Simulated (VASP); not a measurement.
# Tl (P6_3/mmc) in VASP: notebook, part 2 of 2

VASP 6.6.1.

## 4. Single point, PBE (strain -0.050 along x and y, +0.000 along z)

Input file INCAR:

```
SYSTEM = Tl
ALGO     = Fast           ! electronic algorithm
EDIFF    = 1E-6           ! SCF threshold, eV
ENCUT    = 520            ! plane-wave cutoff, eV
GGA      = PE             ! functional
ISIF     = 2              ! what is computed and relaxed
ISMEAR   = 0              ! smearing method
LASPH    = .True.         ! aspherical terms in the spheres
LCHARG   = .False.        ! write CHGCAR
LREAL    = .False.        ! projectors in reciprocal space
LWAVE    = .False.        ! write WAVECAR
NBANDS   = 20             ! bands
NELM     = 80             ! most SCF steps
PREC     = Accurate       ! precision mode
SIGMA    = 0.15           ! smearing width, eV
```

Input file KPOINTS:

```
k-points
0
Gamma
  18 18 10
  0 0 0
```

Input file POSCAR:

```
Tl
1.0
    3.2831984387      0.0000000000      0.0000000000
   -1.6415992194      2.8433332536      0.0000000000
    0.0000000000      0.0000000000      5.5250000000
Tl
2
Direct
    0.3333333333      0.6666666667      0.2500000000
    0.6666666667      0.3333333333      0.7500000000
```

Potentials or basis: VASP PAW PBE potentials, release 64 (Tl_d).

Run with:

```
cat potpaw_PBE.64/Tl_d/POTCAR > POTCAR
mpirun -np 1 vasp_std > vasp.out
```

OUTCAR:

```text
SYSTEM = Tl
   EDIFF = 1E-6
   ENCUT = 520
   GGA = PE
   ISIF = 2
   ISMEAR = 0
   LASPH = .True.
   LREAL = .False.
   NELM = 80
   PREC = Accurate

 ion  position               nearest neighbor table
   1  0.333  0.667  0.250-   2 3.35   2 3.35   2 3.35   2 3.35   2 3.35   2 3.35
   2  0.667  0.333  0.750-   1 3.35   1 3.35   1 3.35   1 3.35   1 3.35   1 3.35

  LATTYP: Found a hexagonal cell.
 ALAT       =     3.2831984387
 C/A-ratio  =     1.6828102544

  Lattice vectors:

 A1 = (   3.2831984387,   0.0000000000,   0.0000000000)
 A2 = (  -1.6415992194,   2.8433332536,   0.0000000000)
 A3 = (   0.0000000000,   0.0000000000,   5.5250000000)

Analysis of symmetry for initial positions (statically):
=====================================================================
 Subroutine PRICEL returns:
 Original cell was already a primitive cell.

 Routine SETGRP: Setting up the symmetry group for a
 hexagonal supercell.

 Subroutine GETGRP returns: Found 24 space group operations
 (whereof 12 operations were pure point group operations)
 out of a pool of 24 trial point group operations.

The static configuration has the point symmetry D_3d.
 The point group associated with its full space group is D_6h.
[... 160 lines left out ...]

  energy without entropy =       -4.18418672  energy(sigma->0) =       -4.18890601

 E-fermi :   7.7792     XC(G=0): -10.7191

 val. band max:        7.7316807927   @ k =   0.4444   0.0000   0.2000
 cond. band min:       7.8017365482   @ k =   0.3333   0.1111   0.4000
 fundamental gap:      0.0700557555
 Fermi energy:         7.7791750916

 k-point     1 :       0.0000    0.0000    0.0000
  band No.  band energies     occupation
      1      -4.3810      2.00000
      2      -4.0972      2.00000
      3      -4.0094      2.00000
      4      -4.0094      2.00000
      5      -3.9503      2.00000
      6      -3.9503      2.00000
[... 541 lines left out ...]
     19      16.9368      0.00000
     20      18.6936      0.00000

 [... further k-points ...]

------------------------ aborting loop because EDIFF is reached ----------------------------------------

  FORCE on cell =-STRESS in cart. coord.  units (eV):
  Direction    XX          YY          ZZ          XY          YZ          ZX
  --------------------------------------------------------------------------------------
  -------------------------------------------------------------------------------------
  Total        3.0515743      3.0515743      2.4031311     -0.0000000     -0.0000000      0.0000000
  in kB       94.7932368     94.7932368     74.6501803     -0.0000000     -0.0000000      0.0000000
  external PRESSURE =      88.0788846 kB  Pullay stress =       0.0000000 kB

 VOLUME and BASIS-vectors are now :
 -----------------------------------------------------------------------------
  energy-cutoff  :      520.00
  volume of cell :       51.58
      direct lattice vectors                 reciprocal lattice vectors
     3.283198439  0.000000000  0.000000000     0.304581042  0.175849946  0.000000000
    -1.641599219  2.843333254  0.000000000     0.000000000  0.351699893  0.000000000
     0.000000000  0.000000000  5.525000000     0.000000000  0.000000000  0.180995475

 POSITION                                       TOTAL-FORCE (eV/Angst)
 -----------------------------------------------------------------------------------
     -0.00000      1.89556      1.38125         0.000000      0.000000      0.000000
      1.64160      0.94778      4.14375        -0.000000     -0.000000      0.000000
 -----------------------------------------------------------------------------------
    total drift:                               -0.000000      0.000000      0.000000

  FREE ENERGIE OF THE ION-ELECTRON SYSTEM (eV)
  ---------------------------------------------------
  free  energy   TOTEN  =        -4.1936253102 eV

  energy  without entropy=       -4.1841867191  energy(sigma->0) =       -4.18890601
```

stdout:

```text
POSCAR found type information on POSCAR Tl
 POSCAR found :  1 types and       2 ions
 scaLAPACK will be used
 LDA part: xc-table for (Slater+PW92), standard interpolation
 POSCAR, INCAR and KPOINTS ok, starting setup
 FFT: planning ... GRIDC
 FFT: planning ... GRID_SOFT
 FFT: planning ... GRID
 WAVECAR not read
 entering main loop
```

Wall time 2.7 min (1 thread of AMD EPYC 7R13, shared host); peak memory 0.27 GiB.

Results:

| Property | Result |
| --- | --- |
| Free energy | -4.1936 eV |
| Pressure | 8.8 GPa |
| Band gap on the k mesh | zero (bands 13 and 14 overlap by 6.01 eV) |

Caveat: the cell differs from its parent crystal (strain -0.050 along x and y, +0.000 along z); the cell stands under pressure; spin-orbit coupling is left out, which moves the levels of the heavy elements.

## 5. Single point, PBE (strain -0.025 along x and y, -0.050 along z)

Input file INCAR:

```
SYSTEM = Tl
ALGO = Fast ; EDIFF = 1E-6
ENCUT = 520 ; GGA = PE
ISIF = 2 ; ISMEAR = 0
LASPH = .TRUE. ; LCHARG = .TRUE.
LELF = .TRUE. ; LREAL = .FALSE.
LVHAR = .TRUE. ; LWAVE = .FALSE.
NBANDS = 20 ; NELM = 80
PREC = Accurate ; SIGMA = 0.15
```

Input file KPOINTS:

```
k-points
0
G
  18 18 10
  0 0 0
```

Input file POSCAR:

```
Tl
1.0
    3.3695983976      0.0000000000      0.0000000000
   -1.6847991988      2.9181578129      0.0000000000
    0.0000000000      0.0000000000      5.2487500000
Tl
2
Direct
    0.3333333333      0.6666666667      0.2500000000
    0.6666666667      0.3333333333      0.7500000000
```

Potentials or basis: VASP PAW PBE potentials, release 64 (Tl_d).

Run with:

```
cat potpaw_PBE.64/Tl_d/POTCAR > POTCAR
mpirun -np 1 vasp_std > vasp.out
```

OUTCAR:

```text
SYSTEM = Tl
   EDIFF = 1E-6
   ENCUT = 520
   GGA = PE
   ISIF = 2
   ISMEAR = 0
   LASPH = .TRUE.
   LREAL = .FALSE.
   NELM = 80
   PREC = Accurate

 ion  position               nearest neighbor table
   1  0.333  0.667  0.250-   2 3.27   2 3.27   2 3.27   2 3.27   2 3.27   2 3.27
   2  0.667  0.333  0.750-   1 3.27   1 3.27   1 3.27   1 3.27   1 3.27   1 3.27

  LATTYP: Found a hexagonal cell.
 ALAT       =     3.3695983976
 C/A-ratio  =     1.5576782099

  Lattice vectors:
[... 743 lines left out ...]

------------------------ aborting loop because EDIFF is reached ----------------------------------------

  FORCE on cell =-STRESS in cart. coord.  units (eV):
  Direction    XX          YY          ZZ          XY          YZ          ZX
  --------------------------------------------------------------------------------------
  -------------------------------------------------------------------------------------
  Total        2.6862378      2.6862378      3.2844892      0.0000000     -0.0000000      0.0000000
  in kB       83.3896651     83.3896651    101.9613584      0.0000000     -0.0000000      0.0000000
  external PRESSURE =      89.5802295 kB  Pullay stress =       0.0000000 kB

 VOLUME and BASIS-vectors are now :
 -----------------------------------------------------------------------------
  energy-cutoff  :      520.00
  volume of cell :       51.61
      direct lattice vectors                 reciprocal lattice vectors
     3.369598398  0.000000000  0.000000000     0.296771271  0.171340973  0.000000000
    -1.684799199  2.918157813  0.000000000     0.000000000  0.342681947  0.000000000
     0.000000000  0.000000000  5.248750000     0.000000000  0.000000000  0.190521553

 POSITION                                       TOTAL-FORCE (eV/Angst)
 -----------------------------------------------------------------------------------
     -0.00000      1.94544      1.31219         0.000000     -0.000000      0.000000
      1.68480      0.97272      3.93656        -0.000000      0.000000      0.000000
 -----------------------------------------------------------------------------------
    total drift:                                0.000000     -0.000000      0.000000

  FREE ENERGIE OF THE ION-ELECTRON SYSTEM (eV)
  ---------------------------------------------------
  free  energy   TOTEN  =        -4.1993204823 eV

  energy  without entropy=       -4.1884445072  energy(sigma->0) =       -4.19388249
```

Run time: 3.8 min. Hardware: 1 thread of AMD EPYC 7R13, shared host; peak memory 0.28 GiB.

Results:

| Item | Value |
| --- | --- |
| Free energy | -4.1993 eV |
| Pressure | 9.0 GPa |
| Band gap on the k mesh | zero (bands 13 and 14 overlap by 6.88 eV) |

Caveat: the cell differs from its parent crystal (strain -0.025 along x and y, -0.050 along z); the cell stands under pressure; spin-orbit coupling is left out, which moves the levels of the heavy elements.

## 6. Summary

```tsv
cell	gap on the mesh (eV)	pressure (GPa)
a = 3.283, b = 3.283, c = 5.249 Å, angles 90.0, 90.0, 120.0°, 2 atoms	none	12.9
a = 3.283, b = 3.283, c = 5.387 Å, angles 90.0, 90.0, 120.0°, 2 atoms	none	10.7
a = 3.283, b = 3.283, c = 5.525 Å, angles 90.0, 90.0, 120.0°, 2 atoms	none	8.8
a = 3.370, b = 3.370, c = 5.249 Å, angles 90.0, 90.0, 120.0°, 2 atoms	none	9.0
```

Alike in all rows: task single point; level PBE; potentials or basis VASP PAW PBE potentials, release 64 (Tl_d); no spin polarisation; k mesh 18 × 18 × 10; cutoff (eV) 520; smearing gaussian 0.15 eV.

Caveats: the cell stands under pressure; spin-orbit coupling is left out, which moves the levels of the heavy elements.

Absolute energies hang on the potentials; compare differences alone.

The gap in the log of VASP goes by the Fermi energy; the results here count the filled bands.